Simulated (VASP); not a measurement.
# CdGeAs2 (I-42d) in VASP: single point with PBEsol

Aim: the single point of CdGeAs2 with PBEsol.

Program: VASP 6.6.1. These are calculated values, not measurements. Logs are shortened: lines on timing, memory, paths and dates and some standing lists are left out, and cuts for length are marked.

### Step 1. The cell of the first run

It takes space group I-42d (No. 122, tetragonal). Conventional cell: a = 5.887 Å, b = 5.887 Å, c = 11.178 Å, α = 90.00°, β = 90.00°, γ = 90.00°. Cd (site symmetry -4) has 4 As at 2.60 Å within 3.4 Å. Ge (site symmetry -4) has 4 As at 2.42 Å within 3.2 Å. Within 3.2 Å of As (site symmetry 2) lie 2 Ge at 2.42 Å and 2 Cd at 2.60 Å.

### Step 2. Single point, PBEsol (24.22 Å³/atom)

INCAR reads:

```
SYSTEM = CdGeAs2
PREC = Accurate ; ENCUT = 520
EDIFF = 1E-6 ; ISMEAR = 0
SIGMA = 0.01 ; LREAL = .FALSE.
LASPH = .TRUE. ; NELM = 60
ALGO = Normal ; ISIF = 2
LWAVE = .FALSE. ; LCHARG = .FALSE.
GGA = PS ; NBANDS = 46
```

KPOINTS reads:

```
regular mesh
0
G
  8 8 8
  0 0 0
```

POSCAR reads:

```
CdGeAs2
1.0
   -2.9437498094      2.9437498094      5.5889791736
    2.9437498094     -2.9437498094      5.5889791736
    2.9437498094      2.9437498094     -5.5889791736
Cd Ge As
2 2 4
Direct
    0.2500000000      0.7500000000      0.5000000000
    0.5000000000      0.5000000000      0.0000000000
    0.0000000000      0.0000000000      0.0000000000
    0.7500000000      0.2500000000      0.5000000000
    0.8750000000      0.3500970344      0.9750970344
    0.6499029656      0.6250000000      0.5249029656
    0.3750000000      0.8999029656      0.0249029656
    0.1000970344      0.1250000000      0.4750970344
```

Potentials or basis: VASP PAW PBE potentials, release 64 (Cd, Ge_d, As).

Started as:

```
$ cat potpaw_PBE.64/Cd/POTCAR potpaw_PBE.64/Ge_d/POTCAR potpaw_PBE.64/As/POTCAR > POTCAR
$ mpirun -np 1 vasp_std > vasp.out
```

OUTCAR:

```text
SYSTEM = CdGeAs2
   PREC = Accurate
   ENCUT = 520
   EDIFF = 1E-6
   ISMEAR = 0
   LREAL = .FALSE.
   LASPH = .TRUE.
   NELM = 60
   ISIF = 2
   GGA = PS

 ion  position               nearest neighbor table
   1  0.250  0.750  0.500-   5 2.60   6 2.60   8 2.60   7 2.60
   2  0.500  0.500  0.000-   8 2.60   5 2.60   7 2.60   6 2.60
   3  0.000  0.000  0.000-   6 2.42   7 2.42   8 2.42   5 2.42
   4  0.750  0.250  0.500-   5 2.42   6 2.42   7 2.42   8 2.42
   5  0.875  0.350  0.975-   4 2.42   3 2.42   1 2.60   2 2.60
   6  0.650  0.625  0.525-   3 2.42   4 2.42   1 2.60   2 2.60
   7  0.375  0.900  0.025-   3 2.42   4 2.42   2 2.60   1 2.60
   8  0.100  0.125  0.475-   3 2.42   4 2.42   2 2.60   1 2.60

  LATTYP: Found a body centered tetragonal cell.
 ALAT       =     5.8874996188
 C/A-ratio  =     1.8985917743

  Lattice vectors:

 A1 = (  -2.9437498094,   2.9437498094,   5.5889791736)
 A2 = (   2.9437498094,  -2.9437498094,   5.5889791736)
 A3 = (   2.9437498094,   2.9437498094,  -5.5889791736)

Analysis of symmetry for initial positions (statically):
=====================================================================
 Subroutine PRICEL returns:
 Original cell was already a primitive cell.

 Routine SETGRP: Setting up the symmetry group for a
 body centered tetragonal supercell.

 Subroutine GETGRP returns: Found  8 space group operations
 (whereof  4 operations were pure point group operations)
 out of a pool of 16 trial point group operations.

The static configuration has the point symmetry S_4 .
 The point group associated with its full space group is D_2d.

Analysis of symmetry for dynamics (positions and initial velocities):
=====================================================================
 Subroutine PRICEL returns:
 Original cell was already a primitive cell.

 Routine SETGRP: Setting up the symmetry group for a
 body centered tetragonal supercell.

 Subroutine GETGRP returns: Found  8 space group operations
 (whereof  4 operations were pure point group operations)
 out of a pool of 16 trial point group operations.

The dynamic configuration has the point symmetry S_4 .
 The point group associated with its full space group is D_2d.

 Subroutine INISYM returns: Found  8 space group operations
 (whereof  4 operations are pure point group operations),
 and found     1 'primitive' translations

----------------------------------------------------------------------------------------

                                     Primitive cell

  volume of cell :     193.7288

[... 102 lines left out ...]
   EDIFFG = 0.1E-04   stopping-criterion for IOM
   NSW    =      0    number of steps for IOM
   IBRION =     -1    ionic relax: 0-MD 1-quasi-New 2-CG
   NFREE  =      0    steps in history (QN), initial steepest desc. (CG)
   ISIF   =      2    stress and relaxation
   ISYM   =      2    0-nonsym 1-usesym 2-fastsym
   POTIM  = 0.5000    time-step for ionic-motion
   TEBEG  =    0.0;   TEEND  =   0.0 temperature during run
   PSTRESS=    0.0 pullay stress
   NELECT =      72.0000    total number of electrons
   NUPDOWN=      -1.0000    fix difference up-down
   EMIN   =  10.00;   EMAX   =-10.00  energy-range for DOS
   EFERMI =   0.00;   METHOD = LEGACY
   ISMEAR =     0;   SIGMA  =   0.01  broadening in eV -4-tet -1-fermi 0-gaus
   EFERMI_NEDOS =   21; number of points for ismear=-14 and -15
   IALGO  =     38    algorithm
   IMIX   =      4    mixing-type and parameters
     AMIX     =   0.40;   BMIX     =  1.00
     AMIX_MAG =   1.60;   BMIX_MAG =  1.00
  volume/ion in A,a.u.               =      24.22       163.42
  Fermi-wavevector in a.u.,A,eV,Ry     =   1.177030  2.224264 18.849510  1.385400
  Thomas-Fermi vector in A             =   2.313384
   LORBIT       =      0    0 simple, 1 ext, 2 COOP (PROOUT), +10 PAW based schemes
   GGA     = PS    functional components
   LHFCALC =     F    Hartree Fock is set to
   AEXX    =    0.0000 exact exchange contribution
   IVDW    =     0    specifies the selected vdW correction
   LEPSILON=     F    determine dielectric tensor
   LRPA    =     F    only Hartree local field effects (RPA)
 non-spin polarized calculation
 Gauss-broadening in eV      SIGMA  =   0.01
  energy-cutoff  :      520.00
  volume of cell :      193.73
 maximum number of plane-waves:      5245
 NGX is ok and might be reduce to    54
   NGX = 25   NGY = 25   NGZ = 25

 number of electron      72.0000002 magnetization

 Free energy of the ion-electron system (eV)
  ---------------------------------------------------
  ext. energy  EPLUGINS =         0.00000000
  ---------------------------------------------------
  free energy    TOTEN  =       -33.08473787 eV

  energy without entropy =      -33.08473787  energy(sigma->0) =      -33.08473787

 E-fermi :   3.2373     XC(G=0):  -9.7040

 val. band max:        3.1688192347   @ k =   0.1250   0.0000   0.0000
 cond. band min:       3.3127604180   @ k =   0.0000   0.0000   0.0000
 fundamental gap:      0.1439411833
 Fermi energy:         3.2373293381

 k-point     1 :       0.0000    0.0000    0.0000
  band No.  band energies     occupation
      1     -21.6627      2.00000
      2     -21.6627      2.00000
      3     -21.6623      2.00000
      4     -21.6576      2.00000
      5     -21.6547      2.00000
      6     -21.6547      2.00000
[... 1165 lines left out ...]
     45       8.2056      0.00000
     46       8.7335      0.00000

 [... further k-points ...]
[... 5 lines left out ...]
  --------------------------------------------------------------------------------------
  -------------------------------------------------------------------------------------
  Total        2.7402129      2.7402129      2.7338621      0.0000000      0.0000000      0.0000000
  in kB       22.6621244     22.6621244     22.6096015      0.0000000      0.0000000      0.0000000
  external PRESSURE =      22.6446168 kB  Pullay stress =       0.0000000 kB

 VOLUME and BASIS-vectors are now :
 -----------------------------------------------------------------------------
  energy-cutoff  :      520.00
  volume of cell :      193.73
      direct lattice vectors                 reciprocal lattice vectors
    -2.943749809  2.943749809  5.588979174     0.000000000  0.169851391  0.089461775
     2.943749809 -2.943749809  5.588979174     0.169851391  0.000000000  0.089461775
     2.943749809  2.943749809 -5.588979174     0.169851391  0.169851391  0.000000000

 POSITION                                       TOTAL-FORCE (eV/Angst)
 -----------------------------------------------------------------------------------
      2.94375      0.00000      2.79449        -0.000000     -0.000000      0.000000
      0.00000      0.00000      5.58898         0.000000     -0.000000      0.000000
      0.00000      0.00000      0.00000        -0.000000     -0.000000     -0.000000
      0.00000      2.94375      2.79449         0.000000     -0.000000     -0.000000
      1.32526      4.41562      1.39724        -0.016825     -0.000000      0.000000
      1.47187      1.61849      4.19173        -0.000000      0.016825     -0.000000
      1.61849     -1.47187      6.98622         0.016825     -0.000000     -0.000000
      1.47187      1.32526     -1.39724        -0.000000     -0.016825      0.000000
 -----------------------------------------------------------------------------------
    total drift:                               -0.000006     -0.000006     -0.000005

  FREE ENERGIE OF THE ION-ELECTRON SYSTEM (eV)
  ---------------------------------------------------
  free  energy   TOTEN  =       -33.0847378717 eV

  energy  without entropy=      -33.0847378717  energy(sigma->0) =      -33.08473787
```

stdout:

```text
POSCAR found type information on POSCAR CdGeAs
 POSCAR found :  3 types and       8 ions
 scaLAPACK will be used
 -----------------------------------------------------------------------------
|                                                                             |
|                                                                             |
|     You enforced a specific xc type in the INCAR file but a different       |
|     I HOPE YOU KNOW WHAT YOU ARE DOING!                                     |
|                                                                             |
 -----------------------------------------------------------------------------

 LDA part: xc-table for (Slater+PW92), standard interpolation
 POSCAR, INCAR and KPOINTS ok, starting setup
 FFT: planning ... GRIDC
 FFT: planning ... GRID_SOFT
 FFT: planning ... GRID
 WAVECAR not read
 entering main loop
```

Run time: 7.7 min. Hardware: 1 thread of Intel Xeon Platinum 8488C (Sapphire Rapids), shared host; peak memory 0.7 GiB.

What came out:

| Quantity | Value |
| --- | --- |
| Free energy | -33.0847 eV |
| Pressure | 2.3 GPa |
| Largest force | 0.017 eV/Å |
| Band gap on the k mesh | 0.14 eV (least direct gap 0.15 eV) |

Forces on the atoms (eV/Å):
```
Cd   0.000  0.000  0.000
Cd   0.000  0.000  0.000
Ge   0.000  0.000  0.000
Ge   0.000  0.000  0.000
As  -0.017  0.000  0.000
As   0.000  0.017  0.000
As   0.017  0.000  0.000
As   0.000 -0.017  0.000
```

Caveat: semilocal functionals underestimate gaps, and a narrow one can read as zero; the PAW data sets were made with another functional, which shifts forces and pressure a little.
